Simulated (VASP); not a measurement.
# Mg2Sn (Fm-3m) in VASP: a series of runs, part 2 of 2

VASP 6.6.1.

### 3 Single point, HSE06

File POSCAR:

```
Mg2Sn
1.0
    0.0000000000      3.3799352826      3.3799352826
    3.3799352826      0.0000000000      3.3799352826
    3.3799352826      3.3799352826      0.0000000000
Sn Mg
1 2
Direct
    0.0000000000      0.0000000000      0.0000000000
    0.2500000000      0.2500000000      0.2500000000
    0.7500000000      0.7500000000      0.7500000000
```

File INCAR.step1:

```
PREC = Accurate
ENCUT = 520
EDIFF = 1E-5
ISMEAR = -1
SIGMA = 0.02
LREAL = False
LASPH = True
NELM = 120
ALGO = Normal
ISIF = 2
LWAVE = True
LCHARG = False
NBANDS = 16
GGA = PE
GGA_COMPAT = False
```

File INCAR.step2:

```
PREC = Accurate
ENCUT = 520
EDIFF = 1E-6
ISMEAR = -1
SIGMA = 0.02
LREAL = False
LASPH = True
NELM = 120
ALGO = Normal
ISIF = 2
LWAVE = False
LCHARG = False
GGA = PE
LHFCALC = True
HFSCREEN = 0.2079
PRECFOCK = Normal
NBANDS = 16
ISTART = 1
GGA_COMPAT = False
```

File KPOINTS:

```
Automatic mesh
0
Gamma
  4 4 4
```

Potentials or basis: VASP PAW PBE potentials, release 64 (Sn_d, Mg).

Launch:

```sh
$ cat potpaw_PBE.64/Sn_d/POTCAR potpaw_PBE.64/Mg/POTCAR > POTCAR
$ cp INCAR.step1 INCAR
$ mpirun -np 1 vasp_std > vasp.out
$ cp INCAR.step2 INCAR
$ mpirun -np 1 vasp_std > vasp.out
```

Run time: 35 min. Hardware: 1 thread of AMD EPYC 7R43 (Zen 3), shared host; peak memory 0.28 GiB.

The run converged. Its results:

```yaml
Free_energy: -8.1358 eV
Pressure: -0.1 GPa
```

Levels at points of the mesh, in eV from the Fermi level:
```
           k point  band 6  band 7  band 8  band 9  band 10  band 11  band 12  band 13
(0.00, 0.00, 0.00)  -10.21   -0.09   -0.09   -0.09     1.98     2.50     2.50     2.50
(0.50, 0.00, 0.00)   -8.75   -5.43   -1.01   -1.01     1.06     2.58     2.58     4.46
(0.50, 0.50, 0.00)   -8.15   -5.18   -2.43   -2.43     0.09     0.40     7.98     7.98
```

Caveat: the k points lie up to 0.40 Å⁻¹ apart; the PAW data sets were made with another functional, which shifts forces and pressure a little; spin-orbit coupling is left out, which moves the levels of the heavy elements.

### 4 Single point, HSE06

POSCAR is that of step 3.

File INCAR.step1:

```
SYSTEM = Mg2Sn
ALGO = Normal
EDIFF = 1E-5
ENCUT = 520
GGA = PE
GGA_COMPAT = .False.
ISIF = 2
ISMEAR = -1
LASPH = .True.
LCHARG = .False.
LREAL = .False.
LWAVE = .True.
NBANDS = 16
NELM = 120
PREC = Accurate
SIGMA = 0.02
```

File INCAR.step2:

```
SYSTEM = Mg2Sn
ALGO = Normal
EDIFF = 1E-6
ENCUT = 520
GGA = PE
GGA_COMPAT = .False.
HFSCREEN = 0.2079
ISIF = 2
ISMEAR = -1
ISTART = 1
LASPH = .True.
LCHARG = .False.
LHFCALC = .True.
LREAL = .False.
LWAVE = .False.
NBANDS = 16
NELM = 120
PREC = Accurate
PRECFOCK = Normal
SIGMA = 0.02
```

File KPOINTS:

```
k-points
0
Gamma
  4 4 4
  0 0 0
```

Potentials or basis: VASP PAW PBE potentials, release 64 (Sn_d, Mg).

Launch:

```sh
$ cat potpaw_PBE.64/Sn_d/POTCAR potpaw_PBE.64/Mg/POTCAR > POTCAR
$ cp INCAR.step1 INCAR
$ mpirun -np 1 vasp_std > vasp.out
$ cp INCAR.step2 INCAR
$ mpirun -np 1 vasp_std > vasp.out
```

OUTCAR:

```text
SYSTEM = Mg2Sn
   EDIFF = 1E-6
   ENCUT = 520
   GGA = PE
   HFSCREEN = 0.2079
   ISIF = 2
   ISMEAR = -1
   ISTART = 1
   LASPH = .True.
   LHFCALC = .True.
   LREAL = .False.
   NELM = 120
   PREC = Accurate
   PRECFOCK = Normal

 ion  position               nearest neighbor table
   1  0.000  0.000  0.000-   3 2.93   3 2.93   3 2.93   2 2.93   3 2.93   2 2.93   2 2.93   2 2.93

   2  0.250  0.250  0.250-   1 2.93   1 2.93   1 2.93   1 2.93   3 3.38   3 3.38   3 3.38   3 3.38
[... 339 lines left out ...]

  FORCE on cell =-STRESS in cart. coord.  units (eV):
  Direction    XX          YY          ZZ          XY          YZ          ZX
  --------------------------------------------------------------------------------------
  -------------------------------------------------------------------------------------
  Total       -0.0684499     -0.0684499     -0.0684499     -0.0000000     -0.0000000      0.0000000
  in kB       -1.4201308     -1.4201308     -1.4201308     -0.0000000     -0.0000000      0.0000000
  external PRESSURE =      -1.4201308 kB  Pullay stress =       0.0000000 kB

 VOLUME and BASIS-vectors are now :
 -----------------------------------------------------------------------------
  energy-cutoff  :      520.00
  volume of cell :       77.22
      direct lattice vectors                 reciprocal lattice vectors
     0.000000000  3.379935283  3.379935283    -0.147931827  0.147931827  0.147931827
     3.379935283  0.000000000  3.379935283     0.147931827 -0.147931827  0.147931827
     3.379935283  3.379935283  0.000000000     0.147931827  0.147931827 -0.147931827

 POSITION                                       TOTAL-FORCE (eV/Angst)
 -----------------------------------------------------------------------------------
      0.00000      0.00000      0.00000         0.000000     -0.000000      0.000000
      1.68997      1.68997      1.68997        -0.000000     -0.000000     -0.000000
      5.06990      5.06990      5.06990         0.000000      0.000000      0.000000
 -----------------------------------------------------------------------------------
    total drift:                                0.000010      0.000003      0.000009

  FREE ENERGIE OF THE ION-ELECTRON SYSTEM (eV)
  ---------------------------------------------------
  free  energy   TOTEN  =        -8.1358209913 eV

  energy  without entropy=       -8.1355482007  energy(sigma->0) =       -8.13568460
```

Wall time 27 min (1 thread of AMD EPYC 7R43 (Zen 3), shared host); peak memory 0.28 GiB.

What came out:

| Item | Value |
| --- | --- |
| Free energy | -8.1358 eV |
| Pressure | -0.1 GPa |

Levels at points of the mesh, in eV from the Fermi level:
```tsv
k point	band 6	band 7	band 8	band 9	band 10	band 11	band 12	band 13
(0.00, 0.00, 0.00)	-10.21	-0.09	-0.09	-0.09	1.98	2.50	2.50	2.50
(0.50, 0.00, 0.00)	-8.75	-5.43	-1.01	-1.01	1.06	2.58	2.58	4.46
(0.50, 0.50, 0.00)	-8.15	-5.18	-2.43	-2.43	0.09	0.40	7.98	7.98
```

Caveat: the k points lie up to 0.40 Å⁻¹ apart; the PAW data sets were made with another functional, which shifts forces and pressure a little; spin-orbit coupling is left out, which moves the levels of the heavy elements.
